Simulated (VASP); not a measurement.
# SnSe2 (P-3m1) in VASP: further runs, part 2 of 2

VASP 6.6.1.

## Step 3: Single point, PBE

This run uses another cell than the first one, of 26.30 Å³/atom.

The input, INCAR:

```
PREC     = Accurate       # precision mode
ENCUT    = 520            # plane-wave cutoff, eV
EDIFF    = 1E-6           # SCF threshold, eV
ISMEAR   = 0              # smearing method
SIGMA    = 0.01           # smearing width, eV
LREAL    = False          # projectors in reciprocal space
LASPH    = True           # aspherical terms in the spheres
NELM     = 60             # most SCF steps
ALGO     = Normal         # electronic algorithm
ISIF     = 2              # what is computed and relaxed
LWAVE    = False          # write WAVECAR
LCHARG   = True           # write CHGCAR
GGA      = PE             # functional
LELF     = True           # ELF
LVHAR    = True         
NBANDS   = 20             # bands
```

The input, KPOINTS:

```
regular mesh
0
Gamma
  6 6 2
```

The input, POSCAR:

```
SnSe2
1.0
    3.8251491970      0.0000000000      0.0000000000
   -1.9125745985      3.3126763779      0.0000000000
    0.0000000000      0.0000000000      6.2270814990
Sn Se
1 2
Direct
    0.0000000000      0.0000000000      0.0000000000
    0.3333333333      0.6666666667      0.2530781084
    0.6666666667      0.3333333333      0.7469218916
```

Potentials or basis: VASP PAW PBE potentials, release 64 (Sn_d, Se).

The run is started by

```
cat potpaw_PBE.64/Sn_d/POTCAR potpaw_PBE.64/Se/POTCAR > POTCAR
mpirun -np 1 vasp_std > vasp.out
```

OUTCAR:

```text
PREC = Accurate
   ENCUT = 520
   EDIFF = 1E-6
   ISMEAR = 0
   LREAL = False
   LASPH = True
   NELM = 60
   ISIF = 2
   GGA = PE

 ion  position               nearest neighbor table
   1  0.000  0.000  0.000-   2 2.71   3 2.71   3 2.71   2 2.71   3 2.71   2 2.71
   2  0.333  0.667  0.253-   1 2.71   1 2.71   1 2.71
   3  0.667  0.333  0.747-   1 2.71   1 2.71   1 2.71

  LATTYP: Found a hexagonal cell.
 ALAT       =     3.8251491970
 C/A-ratio  =     1.6279316644

  Lattice vectors:

 A1 = (   3.8251491970,   0.0000000000,   0.0000000000)
 A2 = (  -1.9125745985,   3.3126763779,   0.0000000000)
 A3 = (   0.0000000000,   0.0000000000,   6.2270814990)

Analysis of symmetry for initial positions (statically):
=====================================================================
 Subroutine PRICEL returns:
 Original cell was already a primitive cell.

 Routine SETGRP: Setting up the symmetry group for a
 hexagonal supercell.

 Subroutine GETGRP returns: Found 12 space group operations
 (whereof 12 operations were pure point group operations)
 out of a pool of 24 trial point group operations.

The static configuration has the point symmetry D_3d.

Analysis of symmetry for dynamics (positions and initial velocities):
=====================================================================
 Subroutine PRICEL returns:
 Original cell was already a primitive cell.

 Routine SETGRP: Setting up the symmetry group for a
 hexagonal supercell.

 Subroutine GETGRP returns: Found 12 space group operations
 (whereof 12 operations were pure point group operations)
 out of a pool of 24 trial point group operations.

The dynamic configuration has the point symmetry D_3d.

[... 100 lines left out ...]
   NELECT =      26.0000    total number of electrons
   NUPDOWN=      -1.0000    fix difference up-down
   EMIN   =  10.00;   EMAX   =-10.00  energy-range for DOS
   EFERMI =   0.00;   METHOD = LEGACY
   ISMEAR =     0;   SIGMA  =   0.01  broadening in eV -4-tet -1-fermi 0-gaus
   EFERMI_NEDOS =   21; number of points for ismear=-14 and -15
   IALGO  =     38    algorithm
   IMIX   =      4    mixing-type and parameters
     AMIX     =   0.40;   BMIX     =  1.00
     AMIX_MAG =   1.60;   BMIX_MAG =  1.00
  volume/ion in A,a.u.               =      26.30       177.50
  Fermi-wavevector in a.u.,A,eV,Ry     =   1.130738  2.136785 17.395978  1.278568
  Thomas-Fermi vector in A             =   2.267435
   LORBIT       =      0    0 simple, 1 ext, 2 COOP (PROOUT), +10 PAW based schemes
   GGA     = PE    functional components
   LHFCALC =     F    Hartree Fock is set to
   AEXX    =    0.0000 exact exchange contribution
   IVDW    =     0    specifies the selected vdW correction
   LEPSILON=     F    determine dielectric tensor
   LRPA    =     F    only Hartree local field effects (RPA)
 non-spin polarized calculation
 Gauss-broadening in eV      SIGMA  =   0.01
  energy-cutoff  :      520.00
  volume of cell :       78.91
 maximum number of plane-waves:      2142
   NGX = 15   NGY = 15   NGZ = 23

 number of electron      26.0000000 magnetization

 Free energy of the ion-electron system (eV)
  ---------------------------------------------------
  ext. energy  EPLUGINS =         0.00000000
  ---------------------------------------------------
  free energy    TOTEN  =       -11.81977895 eV

  energy without entropy =      -11.81977895  energy(sigma->0) =      -11.81977895

 E-fermi :   4.0126     XC(G=0):  -9.3741

 val. band max:        3.8905072765   @ k =   0.1667   0.0000   0.0000
 cond. band min:       4.6780899455   @ k =   0.5000  -0.0000   0.5000
 fundamental gap:      0.7875826690
 Fermi energy:         4.0125616615

 k-point     1 :       0.0000    0.0000    0.0000
  band No.  band energies     occupation
      1     -17.2858      2.00000
      2     -17.2858      2.00000
      3     -17.2504      2.00000
      4     -17.2380      2.00000
      5     -17.2380      2.00000
      6      -9.8307      2.00000
[... 311 lines left out ...]
     19      13.0739      0.00000
     20      13.0953      0.00000

------------------------ aborting loop because EDIFF is reached ----------------------------------------

  FORCE on cell =-STRESS in cart. coord.  units (eV):
  Direction    XX          YY          ZZ          XY          YZ          ZX
  --------------------------------------------------------------------------------------
  -------------------------------------------------------------------------------------
  Total        1.4918644      1.4918644      1.4079431     -0.0000000      0.0000000      0.0000000
  in kB       30.2920025     30.2920025     28.5879977     -0.0000000      0.0000000      0.0000000
  external PRESSURE =      29.7240009 kB  Pullay stress =       0.0000000 kB

 VOLUME and BASIS-vectors are now :
 -----------------------------------------------------------------------------
  energy-cutoff  :      520.00
  volume of cell :       78.91
      direct lattice vectors                 reciprocal lattice vectors
     3.825149197  0.000000000  0.000000000     0.261427711  0.150935359  0.000000000
    -1.912574599  3.312676378  0.000000000     0.000000000  0.301870719  0.000000000
     0.000000000  0.000000000  6.227081499     0.000000000  0.000000000  0.160588873

 POSITION                                       TOTAL-FORCE (eV/Angst)
 -----------------------------------------------------------------------------------
      0.00000      0.00000      0.00000        -0.000000      0.000000      0.000000
     -0.00000      2.20845      1.57594        -0.000000      0.000000      0.263018
      1.91257      1.10423      4.65114         0.000000     -0.000000     -0.263018
 -----------------------------------------------------------------------------------
    total drift:                               -0.000000     -0.000000      0.000000

  FREE ENERGIE OF THE ION-ELECTRON SYSTEM (eV)
  ---------------------------------------------------
  free  energy   TOTEN  =       -11.8197789485 eV

  energy  without entropy=      -11.8197789485  energy(sigma->0) =      -11.81977895
```

stdout:

```text
POSCAR found type information on POSCAR SnSe
 POSCAR found :  2 types and       3 ions
 scaLAPACK will be used
 LDA part: xc-table for (Slater+PW92), standard interpolation
 POSCAR, INCAR and KPOINTS ok, starting setup
 FFT: planning ... GRIDC
 FFT: planning ... GRID_SOFT
 FFT: planning ... GRID
 WAVECAR not read
 entering main loop
```

Run time: 30 s. Hardware: 1 thread of Intel Xeon Platinum 8259CL at 2.50GHz (Skylake/Cascade Lake), shared host; peak memory 0.19 GiB.

What came out:

* Free energy: -11.8198 eV
* Pressure: 3.0 GPa
* Largest force: 0.263 eV/Å
* Band gap on the k mesh: 0.79 eV (least direct gap 1.12 eV)

Forces in eV/Å, atoms in the order of the input:
```
Sn   0.000  0.000  0.000
Se   0.000  0.000  0.263
Se   0.000  0.000 -0.263
```

Levels at points of the mesh, in eV from the valence-band top:
```csv
k point,band 10,band 11,band 12,band 13,band 14,band 15,band 16,band 17
"(0.00, 0.00, 0.00)",-0.52,-0.25,-0.25,-0.07,1.05,3.11,4.70,4.70
"(0.50, 0.00, 0.00)",-2.84,-2.42,-1.20,-0.22,1.20,3.80,5.37,5.43
"(0.00, 0.00, 0.50)",-0.61,-0.61,-0.09,-0.09,2.49,3.03,4.44,4.44
"(0.50, 0.00, 0.50)",-2.25,-1.94,-0.78,-0.61,0.79,4.22,4.78,5.85
```

Caveat: the k points lie up to 0.50 Å⁻¹ apart; spin-orbit coupling is left out, which moves the levels of the heavy elements; this functional lacks dispersion, which binds the layers, so the pressure and a relaxed spacing across them are unreliable. A k mesh can miss the band edges.

## Step 4: Single point, PBE+D3(BJ)

This run uses another cell than the first one, of 25.54 Å³/atom.

The input, INCAR:

```
SYSTEM = SnSe2
ALGO = Normal
EDIFF = 1E-7
ENCUT = 520
GGA = PE
ISIF = 2
ISMEAR = -1
IVDW = 12
LASPH = .TRUE.
LCHARG = .FALSE.
LREAL = .FALSE.
LWAVE = .FALSE.
NBANDS = 20
NELM = 100
PREC = Accurate
SIGMA = 0.02
```

The input, KPOINTS:

```
k-points
0
G
  12 12 4
  0 0 0
```

The input, POSCAR:

```
SnSe2
1.0
    3.8388265567      0.0000000000      0.0000000000
   -1.9194132783      3.3245213188      0.0000000000
    0.0000000000      0.0000000000      6.0038066728
Sn Se
1 2
Direct
    0.0000000000      0.0000000000      0.0000000000
    0.3333333333      0.6666666667      0.2655428870
    0.6666666667      0.3333333333      0.7344571130
```

Potentials or basis: VASP PAW PBE potentials, release 64 (Sn_d, Se).

The run is started by

```
cat potpaw_PBE.64/Sn_d/POTCAR potpaw_PBE.64/Se/POTCAR > POTCAR
mpirun -np 1 vasp_std > vasp.out
```

OUTCAR:

```text
SYSTEM = SnSe2
   EDIFF = 1E-7
   ENCUT = 520
   GGA = PE
   ISIF = 2
   ISMEAR = -1
   IVDW = 12
   LASPH = .TRUE.
   LREAL = .FALSE.
   NELM = 100
   PREC = Accurate
 IVDW          = 12

 ion  position               nearest neighbor table
   1  0.000  0.000  0.000-   2 2.73   3 2.73   2 2.73   3 2.73   3 2.73   2 2.73
   2  0.333  0.667  0.266-   1 2.73   1 2.73   1 2.73
   3  0.667  0.333  0.734-   1 2.73   1 2.73   1 2.73

  LATTYP: Found a hexagonal cell.
 ALAT       =     3.8388265567
 C/A-ratio  =     1.5639692453

  Lattice vectors:

 A1 = (   3.8388265567,   0.0000000000,   0.0000000000)
 A2 = (  -1.9194132783,   3.3245213188,   0.0000000000)
 A3 = (   0.0000000000,   0.0000000000,   6.0038066728)

Analysis of symmetry for initial positions (statically):
=====================================================================
 Subroutine PRICEL returns:
 Original cell was already a primitive cell.

 Routine SETGRP: Setting up the symmetry group for a
 hexagonal supercell.

 Subroutine GETGRP returns: Found 12 space group operations
 (whereof 12 operations were pure point group operations)
 out of a pool of 24 trial point group operations.

The static configuration has the point symmetry D_3d.

Analysis of symmetry for dynamics (positions and initial velocities):
=====================================================================
 Subroutine PRICEL returns:
 Original cell was already a primitive cell.

 Routine SETGRP: Setting up the symmetry group for a
 hexagonal supercell.

 Subroutine GETGRP returns: Found 12 space group operations
 (whereof 12 operations were pure point group operations)
 out of a pool of 24 trial point group operations.

The dynamic configuration has the point symmetry D_3d.

 Subroutine INISYM returns: Found 12 space group operations
 (whereof 12 operations are pure point group operations),
 and found     1 'primitive' translations

----------------------------------------------------------------------------------------

[... 113 lines left out ...]
     AMIX     =   0.40;   BMIX     =  1.00
     AMIX_MAG =   1.60;   BMIX_MAG =  1.00
  volume/ion in A,a.u.               =      25.54       172.36
  Fermi-wavevector in a.u.,A,eV,Ry     =   1.141864  2.157811 17.740013  1.303854
  Thomas-Fermi vector in A             =   2.278564
   LORBIT       =      0    0 simple, 1 ext, 2 COOP (PROOUT), +10 PAW based schemes
   GGA     = PE    functional components
   LHFCALC =     F    Hartree Fock is set to
   AEXX    =    0.0000 exact exchange contribution
   IVDW    =    12    specifies the selected vdW correction
   LEPSILON=     F    determine dielectric tensor
   LRPA    =     F    only Hartree local field effects (RPA)
 non-spin polarized calculation
  energy-cutoff  :      520.00
  volume of cell :       76.62
 maximum number of plane-waves:      2085
 NGX is ok and might be reduce to    30
   NGX = 15   NGY = 15   NGZ = 23

 number of electron      26.0000002 magnetization

 Free energy of the ion-electron system (eV)
  ---------------------------------------------------
  ext. energy  EPLUGINS =         0.00000000
  ---------------------------------------------------
  free energy    TOTEN  =       -11.80564153 eV

  energy without entropy =      -11.80564144  energy(sigma->0) =      -11.80564149

 E-fermi :   4.7031     XC(G=0):  -9.5714

 val. band max:        4.4671411008   @ k =   0.0833   0.0833   0.0000
 cond. band min:       4.9378710219   @ k =   0.0000   0.4167   0.2500
 fundamental gap:      0.4707299211
 Fermi energy:         4.7030916552

 k-point     1 :       0.0000    0.0000    0.0000
  band No.  band energies     occupation
      1     -16.9589      2.00000
      2     -16.9589      2.00000
      3     -16.9248      2.00000
      4     -16.9136      2.00000
      5     -16.9136      2.00000
      6      -9.5034      2.00000
[... 541 lines left out ...]
     19      12.1734      0.00000
     20      13.0599      0.00000

 [... further k-points ...]

------------------------ aborting loop because EDIFF is reached ----------------------------------------

 Edisp (eV)   -1.09343

 E8    (eV) :    -0.4786

  FORCE on cell =-STRESS in cart. coord.  units (eV):
  Direction    XX          YY          ZZ          XY          YZ          ZX
  --------------------------------------------------------------------------------------
  -------------------------------------------------------------------------------------
  Total       0.04140     0.04140     0.03947     0.00000     0.00000     0.00000
  in kB       0.86559     0.86559     0.82533     0.00000     0.00000     0.00000
  external pressure =        0.85 kB  Pullay stress =        0.00 kB

 VOLUME and BASIS-vectors are now :
 -----------------------------------------------------------------------------
  energy-cutoff  :      520.00
  volume of cell :       76.62
      direct lattice vectors                 reciprocal lattice vectors
     3.838826557  0.000000000  0.000000000     0.260496270  0.150397592  0.000000000
    -1.919413278  3.324521319  0.000000000     0.000000000  0.300795183  0.000000000
     0.000000000  0.000000000  6.003806673     0.000000000  0.000000000  0.166560993

 POSITION                                       TOTAL-FORCE (eV/Angst)
 -----------------------------------------------------------------------------------
      0.00000      0.00000      0.00000         0.000000      0.000000      0.000000
     -0.00000      2.21635      1.59427         0.000000     -0.000000      0.016035
      1.91941      1.10817      4.40954        -0.000000      0.000000     -0.016035
 -----------------------------------------------------------------------------------
    total drift:                                0.000000      0.000000     -0.000000

  FREE ENERGIE OF THE ION-ELECTRON SYSTEM (eV)
  ---------------------------------------------------
  free  energy   TOTEN  =       -12.8990724841 eV

  energy  without entropy=      -12.8990723923  energy(sigma->0) =      -12.89907244
```

Run time: 1.7 min. Hardware: 1 thread of Intel Xeon Platinum 8259CL at 2.50GHz (Skylake/Cascade Lake), shared host; peak memory 0.27 GiB.

Results:

```yaml
Free_energy: -12.8991 eV
Pressure: 0.1 GPa
Largest_force: 0.016 eV/Å
Band_gap_on_the_k_mesh: 0.47 eV (least direct gap 0.81 eV)
Dispersion_energy_per_atom: -0.364 eV
```

Forces in eV/Å, atoms in the order of the input:
```
Sn   0.000  0.000  0.000
Se   0.000  0.000  0.016
Se   0.000  0.000 -0.016
```

Levels at points of the mesh, in eV from the valence-band top:
```
           k point  band 10  band 11  band 12  band 13  band 14  band 15  band 16  band 17
(0.00, 0.00, 0.00)    -0.75    -0.58    -0.58    -0.14     0.67     2.89     4.46     4.46
(0.50, 0.00, 0.00)    -3.27    -2.70    -1.71    -0.40     1.09     3.47     4.86     4.97
(0.00, 0.00, 0.50)    -0.92    -0.92    -0.32    -0.32     2.37     2.75     4.07     4.07
(0.50, 0.00, 0.50)    -2.41    -2.08    -1.13    -1.02     0.58     3.87     4.50     5.71
```

Caveat: spin-orbit coupling is left out, which moves the levels of the heavy elements.

## Step 5: Single point, PBE

This run uses another cell than the first one, of 26.30 Å³/atom.

The input, INCAR:

```
SYSTEM = SnSe2
PREC = Accurate
ENCUT = 520
EDIFF = 1E-7
ISMEAR = -1
SIGMA = 0.02
LREAL = .FALSE.
LASPH = .TRUE.
NELM = 60
ALGO = Normal
ISIF = 2
LWAVE = .FALSE.
LCHARG = .FALSE.
GGA = PE
NBANDS = 20
```

The input, KPOINTS:

```
Automatic mesh
0
G
  12 12 4
  0 0 0
```

The input, POSCAR:

```
SnSe2
1.0
    3.8251491970      0.0000000000      0.0000000000
   -1.9125745985      3.3126763779      0.0000000000
    0.0000000000      0.0000000000      6.2270814990
Sn Se
1 2
Direct
    0.0000000000      0.0000000000      0.0000000000
    0.3333333333      0.6666666667      0.2530781084
    0.6666666667      0.3333333333      0.7469218916
```

The run is started by

```
cat potpaw_PBE.64/Sn_d/POTCAR potpaw_PBE.64/Se/POTCAR > POTCAR
mpirun -np 1 vasp_std > vasp.out
```

Wall time 90 s (1 thread of Intel Xeon Platinum 8259CL at 2.50GHz (Skylake/Cascade Lake), shared host); peak memory 0.25 GiB.

Results (log left out):

- Free energy: -11.8242 eV
- Pressure: 3.0 GPa
- Largest force: 0.275 eV/Å
- Band gap on the k mesh: 0.74 eV (least direct gap 1.12 eV)

Forces on the atoms (eV/Å):
```
Sn   0.000  0.000  0.000
Se   0.000  0.000  0.275
Se   0.000  0.000 -0.275
```

Stress tensor (GPa, compression positive):
```
2.90 0.00 0.00
0.00 2.90 0.00
0.00 0.00 3.08
```

Levels at points of the mesh, in eV from the valence-band top:
```tsv
k point	band 10	band 11	band 12	band 13	band 14	band 15	band 16	band 17
(0.00, 0.00, 0.00)	-0.57	-0.30	-0.30	-0.12	1.00	3.06	4.65	4.65
(0.50, 0.00, 0.00)	-2.89	-2.47	-1.25	-0.27	1.15	3.75	5.32	5.38
(0.00, 0.00, 0.50)	-0.67	-0.67	-0.14	-0.14	2.44	2.98	4.39	4.39
(0.50, 0.00, 0.50)	-2.30	-1.99	-0.83	-0.66	0.74	4.16	4.72	5.79
```

Caveat: spin-orbit coupling is left out, which moves the levels of the heavy elements; this functional lacks dispersion, which binds the layers, so the pressure and a relaxed spacing across them are unreliable. A k mesh can miss the band edges.

## Step 6: Summary

| task | level | cell | k mesh | cutoff (eV) | smearing | gap on the mesh (eV) | pressure (GPa) | largest force (eV/Å) |
| --- | --- | --- | --- | --- | --- | --- | --- | --- |
| relaxation of cell and atoms | PBE+D3(BJ) | relaxed from a = 3.855, b = 3.855, c = 6.103 Å, angles 90.0, 90.0, 120.0°, 3 atoms, atomic positions A | 12 × 12 × 4 | 600 | fermi-dirac 0.02 eV | 0.46 | 0.0 | - |
| single point | PBE | a = 3.825, b = 3.825, c = 6.227 Å, angles 90.0, 90.0, 120.0°, 3 atoms, atomic positions B | 6 × 6 × 2 | 520 | gaussian 0.01 eV | 0.79 | 3.0 | 0.26 |
| single point | PBE+D3(BJ) | a = 3.839, b = 3.839, c = 6.004 Å, angles 90.0, 90.0, 120.0°, 3 atoms, atomic positions C | 12 × 12 × 4 | 520 | fermi-dirac 0.02 eV | 0.47 | 0.1 | 0.02 |
| single point | PBE | a = 3.825, b = 3.825, c = 6.227 Å, angles 90.0, 90.0, 120.0°, 3 atoms, atomic positions B | 12 × 12 × 4 | 520 | fermi-dirac 0.02 eV | 0.74 | 3.0 | 0.28 |

Alike in all rows: potentials or basis VASP PAW PBE potentials, release 64 (Sn_d, Se); no spin polarisation.

Caveats: some runs use coarse meshes; spin-orbit coupling is left out, which moves the levels of the heavy elements; this functional lacks dispersion, which binds the layers, so the pressure and a relaxed spacing across them are unreliable (at least some runs).

Absolute energies hang on the potentials; compare differences alone.
